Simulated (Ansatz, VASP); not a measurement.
# Two plane-wave programs on SiGeO4

The input INCAR:

```
SYSTEM = SiGeO4
PREC = Accurate
ENCUT = 520
EDIFF = 1E-7
ISMEAR = 0
SIGMA = 0.1
LREAL = .False.
LASPH = .True.
NELM = 100
ALGO = Normal
ISIF = 2
LWAVE = .False.
LCHARG = .False.
GGA = PE
NBANDS = 54
```

KPOINTS

```
Automatic mesh
0
Gamma
  6 6 2
  0 0 0
```

The input POSCAR:

```
SiGeO4
1.0
    5.3978502600      0.0000000000      0.0000000000
   -2.6989251300      4.6746754500      0.0000000000
    0.0000000000      0.0000000000      8.8146530400
Si Ge O
2 2 8
Direct
    0.3333333300      0.6666666700      0.9374999900
    0.6666666700      0.3333333300      0.4374999900
    0.6666666700      0.3333333300      0.0625000100
    0.3333333300      0.6666666700      0.5625000100
    0.0095165700      0.5047582900      0.9982156400
    0.4952417100      0.5047582900      0.9982156400
    0.4952417100      0.9904834300      0.9982156400
    0.3333333300      0.6666666700      0.7553530700
    0.6666666700      0.3333333300      0.2553530700
    0.5047582900      0.0095165700      0.4982156400
    0.5047582900      0.4952417100      0.4982156400
    0.9904834300      0.4952417100      0.4982156400
```

Input for Ansatz:

```yaml
crystal:
  lattice:
    - [5.39785026, 0.0, 0.0]
    - [-2.69892513, 4.67467545, 0.0]
    - [0.0, 0.0, 8.81465304]
  atoms:
    - { symbol: Si, position: [0.33333333, 0.66666667, 0.93749999] }
    - { symbol: Si, position: [0.66666667, 0.33333333, 0.43749999] }
    - { symbol: Ge, position: [0.66666667, 0.33333333, 0.06250001] }
    - { symbol: Ge, position: [0.33333333, 0.66666667, 0.56250001] }
    - { symbol: O, position: [0.00951657, 0.50475829, 0.99821564] }
    - { symbol: O, position: [0.49524171, 0.50475829, 0.99821564] }
    - { symbol: O, position: [0.49524171, 0.99048343, 0.99821564] }
    - { symbol: O, position: [0.33333333, 0.66666667, 0.75535307] }
    - { symbol: O, position: [0.66666667, 0.33333333, 0.25535307] }
    - { symbol: O, position: [0.50475829, 0.00951657, 0.49821564] }
    - { symbol: O, position: [0.50475829, 0.49524171, 0.49821564] }
    - { symbol: O, position: [0.99048343, 0.49524171, 0.49821564] }
basis:
  ecutwfc: 420
kpoints:
  mp_grid: { grid: [6, 6, 2] }
hamiltonian:
  xc: pbe
scf:
  occupations: { method: gaussian, width: 0.1 }
  lower_state_search: "off"
output:
  forces: true
  stress: true
  eigenvalues: true
```

Alike in both runs: task single point; functional PBE; k mesh 6 × 6 × 2; occupations gaussian, width 0.1 eV; no spin polarisation.

|  | VASP | Ansatz |
| --- | --- | --- |
| version | VASP 6.6.1 | Ansatz 0.2.0 |
| potentials or method | VASP PAW PBE potentials, release 64 (Si, Ge_d, O), cutoff 520 eV | scalar-relativistic, plane waves, PAW |
| valence electrons in the cell | 84 | 84 |

```tsv
	VASP	Ansatz	Ansatz less VASP
gap on the k mesh at the Fermi level (eV)	4.51	4.51	+0.002
least direct gap on the mesh (eV)	4.51	4.51	+0.002
pressure (GPa)	4.7	5.1	+0.34
rms of the force components (eV/Å)	0.272	0.330	+0.0579
```

Atom by atom the forces differ by 0.058 eV/Å (rms over components).
